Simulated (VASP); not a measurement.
# CoH3 (F-43m) in VASP: single point with PBE

Aim: the single point of CoH3 with PBE.

Program: VASP 6.6.1. These are calculated values, not measurements. Logs are shortened: lines on timing, memory, paths and dates and some standing lists are left out, and cuts for length are marked.

**1. The cell of the first run**

Symmetry: F-43m, No. 216, cubic system. The conventional cell has a = 5.752 Å, b = 5.752 Å, c = 5.752 Å, α = 90.00°, β = 90.00°, γ = 90.00°. Co (site symmetry -43m) has 6 H at 1.55 Å within 2.1 Å. Within 2.7 Å of Co (site symmetry -43m) lie 12 H at 2.04 Å and 4 Co at 2.49 Å. Within 2.1 Å of H (site symmetry 2mm) lie 3 Co at 1.55 to 2.04 Å and 4 H at 1.88 Å.

**2. Single point, PBE, collinear spin, ferromagnetic start**

File INCAR:

```
SYSTEM = CoH3
PREC = Accurate
ENCUT = 520
EDIFF = 1E-6
ISMEAR = 0
SIGMA = 0.15
LREAL = .False.
LASPH = .True.
NELM = 150
ALGO = Normal
ISIF = 2
LWAVE = .False.
LCHARG = .False.
ISPIN = 2
MAGMOM = 3 3 0 0 0 0 0 0
LORBIT = 11
LMAXMIX = 4
GGA = PE
NBANDS = 26
```

File KPOINTS:

```
Automatic mesh
0
Gamma
  3 3 3
  0 0 0
```

File POSCAR:

```
CoH3
1.0
    0.0000000000      2.8758314764      2.8758314764
    2.8758314764      0.0000000000      2.8758314764
    2.8758314764      2.8758314764      0.0000000000
Co H
2 6
Direct
    0.7500000000      0.7500000000      0.7500000000
    0.5000000000      0.5000000000      0.5000000000
    0.4807212085      0.0192787915      0.0192787915
    0.0192787915      0.4807212085      0.4807212085
    0.0192787915      0.4807212085      0.0192787915
    0.4807212085      0.0192787915      0.4807212085
    0.0192787915      0.0192787915      0.4807212085
    0.4807212085      0.4807212085      0.0192787915
```

Potentials or basis: VASP PAW PBE potentials, release 64 (Co, H).

Started as:

```bash
$ cat potpaw_PBE.64/Co/POTCAR potpaw_PBE.64/H/POTCAR > POTCAR
$ mpirun -np 1 vasp_std > vasp.out
```

OUTCAR:

```text
SYSTEM = CoH3
   PREC = Accurate
   ENCUT = 520
   EDIFF = 1E-6
   ISMEAR = 0
   LREAL = .False.
   LASPH = .True.
   NELM = 150
   ISIF = 2
   ISPIN = 2
   LORBIT = 11
   GGA = PE

 ion  position               nearest neighbor table
   1  0.750  0.750  0.750-   3 1.55   4 1.55   5 1.55   6 1.55   7 1.55   8 1.55   2 2.49   2 2.49
                             2 2.49   2 2.49
   2  0.500  0.500  0.500-   1 2.49   1 2.49   1 2.49   1 2.49
   3  0.481  0.019  0.019-   1 1.55
   4  0.019  0.481  0.481-   1 1.55
   5  0.019  0.481  0.019-   1 1.55
   6  0.481  0.019  0.481-   1 1.55
   7  0.019  0.019  0.481-   1 1.55
   8  0.481  0.481  0.019-   1 1.55

  LATTYP: Found a face centered cubic cell.
 ALAT       =     5.7516629528

  Lattice vectors:

 A1 = (   0.0000000000,   2.8758314764,   2.8758314764)
 A2 = (   2.8758314764,   0.0000000000,   2.8758314764)
 A3 = (   2.8758314764,   2.8758314764,   0.0000000000)

Analysis of symmetry for initial positions (statically):
=====================================================================
 Subroutine PRICEL returns:
 Original cell was already a primitive cell.

 Routine SETGRP: Setting up the symmetry group for a
 face centered cubic supercell.

 Subroutine GETGRP returns: Found 24 space group operations
 (whereof 24 operations were pure point group operations)
 out of a pool of 48 trial point group operations.

The static configuration has the point symmetry T_d .

Analysis of symmetry for dynamics (positions and initial velocities):
=====================================================================
 Subroutine PRICEL returns:
 Original cell was already a primitive cell.

 Routine SETGRP: Setting up the symmetry group for a
 face centered cubic supercell.

 Subroutine GETGRP returns: Found 24 space group operations
 (whereof 24 operations were pure point group operations)
 out of a pool of 48 trial point group operations.

The dynamic configuration has the point symmetry T_d .

Analysis of structural, dynamic, and magnetic symmetry:
=====================================================================
 Subroutine PRICEL returns:
 Original cell was already a primitive cell.

 Routine SETGRP: Setting up the symmetry group for a
 face centered cubic supercell.

 Subroutine GETGRP returns: Found 24 space group operations
 (whereof 24 operations were pure point group operations)
 out of a pool of 48 trial point group operations.

The overall configuration has the point symmetry T_d .

 Subroutine INISYM returns: Found 24 space group operations
 (whereof 24 operations are pure point group operations),
 and found     1 'primitive' translations

----------------------------------------------------------------------------------------

                                     Primitive cell

  volume of cell :      47.5686

  direct lattice vectors                    reciprocal lattice vectors
     0.000000000  2.875831476  2.875831476    -0.173862761  0.173862761  0.173862761
     2.875831476  0.000000000  2.875831476     0.173862761 -0.173862761  0.173862761
     2.875831476  2.875831476  0.000000000     0.173862761  0.173862761 -0.173862761

  length of vectors
     4.067039877  4.067039877  4.067039877     0.301139135  0.301139135  0.301139135

  position of ions in fractional coordinates (direct lattice)
     0.750000000  0.750000000  0.750000000
     0.500000000  0.500000000  0.500000000
     0.480721209  0.019278791  0.019278791
     0.019278791  0.480721209  0.480721209
     0.019278791  0.480721209  0.019278791
     0.480721209  0.019278791  0.480721209
     0.019278791  0.019278791  0.480721209
     0.480721209  0.480721209  0.019278791

  ion indices of the primitive-cell ions
   primitive index   ion index
                 1           1
                 2           2
                 3           3
                 4           4
                 5           5
                 6           6
                 7           7
                 8           8
[... 33 lines left out ...]
   k-points           NKPTS =      4   k-points in BZ     NKDIM =      4   number of bands    NBANDS=     26
   number of dos      NEDOS =    301   number of ions     NIONS =      8
   total plane-waves  NPLWV =  27000
   dimension x,y,z NGX =    30 NGY =   30 NGZ =   30
   dimension x,y,z NGXF=    60 NGYF=   60 NGZF=   60
   ions per type =               2   6
   NGX,Y,Z   is equivalent  to a cutoff of  12.26, 12.26, 12.26 a.u.
   NGXF,Y,Z  is equivalent  to a cutoff of  24.53, 24.53, 24.53 a.u.
 SYSTEM =  CoH3
   PREC   = accura    normal or accurate (medium, high low for compatibility)
   ISTART =      0    job   : 0-new  1-cont  2-samecut
   ICHARG =      2    charge: 1-file 2-atom 10-const
   ISPIN  =      2    spin polarized calculation?
   LNONCOLLINEAR =      F non collinear calculations
   LSORBIT =      F    spin-orbit coupling
   LASPH  =      T    aspherical Exc in radial PAW
   ENCUT  =  520.0 eV  38.22 Ry    6.18 a.u.   7.56  7.56  7.56*2*pi/ulx,y,z
   NELM   =    150;   NELMIN=  2; NELMDL= -5     # of ELM steps
   EDIFF  = 0.1E-05   stopping-criterion for ELM
   LREAL  =      F    real-space projection
   EDIFFG = 0.1E-04   stopping-criterion for IOM
   NSW    =      0    number of steps for IOM
   IBRION =     -1    ionic relax: 0-MD 1-quasi-New 2-CG
   NFREE  =      0    steps in history (QN), initial steepest desc. (CG)
   ISIF   =      2    stress and relaxation
   ISYM   =      2    0-nonsym 1-usesym 2-fastsym
   POTIM  = 0.5000    time-step for ionic-motion
   TEBEG  =    0.0;   TEEND  =   0.0 temperature during run
   PSTRESS=    0.0 pullay stress
   NELECT =      24.0000    total number of electrons
   NUPDOWN=      -1.0000    fix difference up-down
   EMIN   =  10.00;   EMAX   =-10.00  energy-range for DOS
   EFERMI =   0.00;   METHOD = LEGACY
   ISMEAR =     0;   SIGMA  =   0.15  broadening in eV -4-tet -1-fermi 0-gaus
   EFERMI_NEDOS =   21; number of points for ismear=-14 and -15
   IALGO  =     38    algorithm
   IMIX   =      4    mixing-type and parameters
     AMIX     =   0.40;   BMIX     =  1.00
     AMIX_MAG =   1.60;   BMIX_MAG =  1.00
  volume/ion in A,a.u.               =       5.95        40.13
  Fermi-wavevector in a.u.,A,eV,Ry     =   1.303282  2.462846 23.110103  1.698545
  Thomas-Fermi vector in A             =   2.434295
   LORBIT       =     11    0 simple, 1 ext, 2 COOP (PROOUT), +10 PAW based schemes
   GGA     = PE    functional components
   LHFCALC =     F    Hartree Fock is set to
   AEXX    =    0.0000 exact exchange contribution
   IVDW    =     0    specifies the selected vdW correction
   LEPSILON=     F    determine dielectric tensor
   LRPA    =     F    only Hartree local field effects (RPA)
 spin polarized calculation
 Gauss-broadening in eV      SIGMA  =   0.15
  energy-cutoff  :      520.00
  volume of cell :       47.57
 maximum number of plane-waves:      1292
 NGX is ok and might be reduce to    30
   NGX = 15   NGY = 15   NGZ = 15

 number of electron      23.9999987 magnetization       2.5909460

 Free energy of the ion-electron system (eV)
  ---------------------------------------------------
  ext. energy  EPLUGINS =         0.00000000
  ---------------------------------------------------
  free energy    TOTEN  =       -31.54083464 eV

  energy without entropy =      -31.47808508  energy(sigma->0) =      -31.50945986

 E-fermi :   4.1804     XC(G=0): -11.0083

 val. band max:        4.1380776183   @ k =   0.3333   0.3333   0.0000
 cond. band min:       4.2009617427   @ k =  -0.3333   0.3333   0.0000
 fundamental gap:      0.0628841244
 Fermi energy:         4.1804238207

 spin component 1

 k-point     1 :       0.0000    0.0000    0.0000
  band No.  band energies     occupation
      1      -6.5778      1.00000
      2      -0.4339      1.00000
      3      -0.4339      1.00000
      4      -0.0859      1.00000
      5      -0.0859      1.00000
      6      -0.0859      1.00000
[... 97 lines left out ...]
     23      19.2471      0.00000
     24      21.9526      0.00000
 Fermi energy:         4.1804238207

 spin component 2

 k-point     1 :       0.0000    0.0000    0.0000
  band No.  band energies     occupation
      1      -6.5250      1.00000
      2       0.1163      1.00000
      3       0.1163      1.00000
      4       0.7070      1.00000
      5       0.7070      1.00000
      6       0.7070      1.00000
[... 97 lines left out ...]
     23      19.3264      0.00000
     24      22.0516      0.00000
 [bands above 24 left out]

------------------------ aborting loop because EDIFF is reached ----------------------------------------

  FORCE on cell =-STRESS in cart. coord.  units (eV):
  Direction    XX          YY          ZZ          XY          YZ          ZX
  --------------------------------------------------------------------------------------
  -------------------------------------------------------------------------------------
  Total       -0.3558425     -0.3558425     -0.3558425     -0.0000000      0.0000000     -0.0000000
  in kB      -11.9852764    -11.9852764    -11.9852764     -0.0000000      0.0000000     -0.0000000
  external PRESSURE =     -11.9852764 kB  Pullay stress =       0.0000000 kB

 VOLUME and BASIS-vectors are now :
 -----------------------------------------------------------------------------
  energy-cutoff  :      520.00
  volume of cell :       47.57
      direct lattice vectors                 reciprocal lattice vectors
     0.000000000  2.875831476  2.875831476    -0.173862761  0.173862761  0.173862761
     2.875831476  0.000000000  2.875831476     0.173862761 -0.173862761  0.173862761
     2.875831476  2.875831476  0.000000000     0.173862761  0.173862761 -0.173862761

 POSITION                                       TOTAL-FORCE (eV/Angst)
 -----------------------------------------------------------------------------------
      4.31375      4.31375      4.31375        -0.000000      0.000000     -0.000000
      2.87583      2.87583      2.87583         0.000000      0.000000     -0.000000
      0.11089      1.43792      1.43792        -0.008936      0.000000     -0.000000
      2.76495      1.43792      1.43792         0.008936      0.000000     -0.000000
      1.43792      0.11089      1.43792        -0.000000     -0.008936     -0.000000
      1.43792      2.76495      1.43792        -0.000000      0.008936     -0.000000
      1.43792      1.43792      0.11089        -0.000000      0.000000     -0.008936
      1.43792      1.43792      2.76495        -0.000000      0.000000      0.008936
 -----------------------------------------------------------------------------------
    total drift:                                0.000001      0.000001      0.000001

  FREE ENERGIE OF THE ION-ELECTRON SYSTEM (eV)
  ---------------------------------------------------
  free  energy   TOTEN  =       -31.5408346430 eV

  energy  without entropy=      -31.4780850790  energy(sigma->0) =      -31.50945986

 total charge

# of ion       s       p       d       tot
------------------------------------------
    1        0.562   0.824   7.452   8.839
    2        0.367   0.453   7.175   7.994
    3        0.501   0.022   0.000   0.523
    4        0.501   0.022   0.000   0.523
    5        0.501   0.022   0.000   0.523
    6        0.501   0.022   0.000   0.523
    7        0.501   0.022   0.000   0.523
    8        0.501   0.022   0.000   0.523
--------------------------------------------------
tot          3.936   1.408  14.627  19.971

 magnetization (x)

# of ion       s       p       d       tot
------------------------------------------
    1        0.008   0.013   0.897   0.918
    2        0.008   0.016   1.662   1.686
    3       -0.006   0.000   0.000  -0.006
    4       -0.006   0.000   0.000  -0.006
    5       -0.006   0.000   0.000  -0.006
    6       -0.006   0.000   0.000  -0.006
    7       -0.006   0.000   0.000  -0.006
    8       -0.006   0.000   0.000  -0.006
--------------------------------------------------
tot         -0.021   0.029   2.559   2.568
```

Wall time 16 s (1 thread of Intel Xeon 6975P-C (Granite Rapids), shared host); peak memory 0.18 GiB.

Results:

* Free energy: -31.5408 eV
* Pressure: -1.2 GPa
* Largest force: 0.009 eV/Å
* Net moment: 2.59 μB per cell
* Site moments: Co +0.92, +1.69; H -0.01 μB
* Valence electrons inside the program's atomic spheres: Co 8.84, 7.99; H 0.52

Forces in eV/Å, atoms in the order of the input:
```
Co   0.000  0.000  0.000
Co   0.000  0.000  0.000
H   -0.009  0.000  0.000
H    0.009  0.000  0.000
H    0.000 -0.009  0.000
H    0.000  0.009  0.000
H    0.000  0.000 -0.009
H    0.000  0.000  0.009
```

Caveat: the k points lie up to 0.63 Å⁻¹ apart.
